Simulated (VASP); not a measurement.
Write the native input for VASP 6.6.1 that does the following.

| Property | Result |
| --- | --- |
| Task | single point |
| Functional | LDA |
| Potentials or basis | VASP PAW LDA potentials, release 64 (In_d, Sb) |
| Cutoff | 520 eV |
| k mesh | 8 × 8 × 8 |
| Occupations | gaussian, width 0.1 eV |
| Spin | no spin polarisation |
| Dipole correction | no |
| Further INCAR settings | ALGO = Normal; EDIFF = 1e-06; NBANDS = 16 |

The structure of InSb lies in POSCAR:

```
InSb
1.0
    0.0000000000      3.2254853211      3.2254853211
    3.2254853211      0.0000000000      3.2254853211
    3.2254853211      3.2254853211      0.0000000000
In Sb
1 1
Direct
    0.0000000000      0.0000000000      0.0000000000
    0.2500000000      0.2500000000      0.2500000000
```

The input as run:

INCAR

```
SYSTEM = InSb
PREC = Accurate ; ENCUT = 520
EDIFF = 1E-6 ; ISMEAR = 0
SIGMA = 0.1 ; LREAL = .False.
LASPH = .True. ; NELM = 100
ALGO = Normal ; ISIF = 2
LWAVE = .False. ; LCHARG = .False.
NBANDS = 16
```

KPOINTS

```
regular mesh
0
Gamma
  8 8 8
  0 0 0
```

Potentials or basis: VASP PAW LDA potentials, release 64 (In_d, Sb).

Command:

```bash
$ cat potpaw_LDA.64/In_d/POTCAR potpaw_LDA.64/Sb/POTCAR > POTCAR
$ mpirun -np 1 vasp_std > vasp.out
```

Results of the run:

| Quantity | Value |
| --- | --- |
| Pressure | 0.1 GPa |
| Band gap on the k mesh | zero (filled and empty bands touch) |

Caveat: semilocal functionals underestimate gaps, so a narrow gap can read as zero; spin-orbit coupling is left out, which moves the levels of the heavy elements.

Run time: 12 s on 1 thread of Intel(R) Xeon(R) 6975P-C (Granite Rapids), on a shared host, peak memory 0.18 GiB.
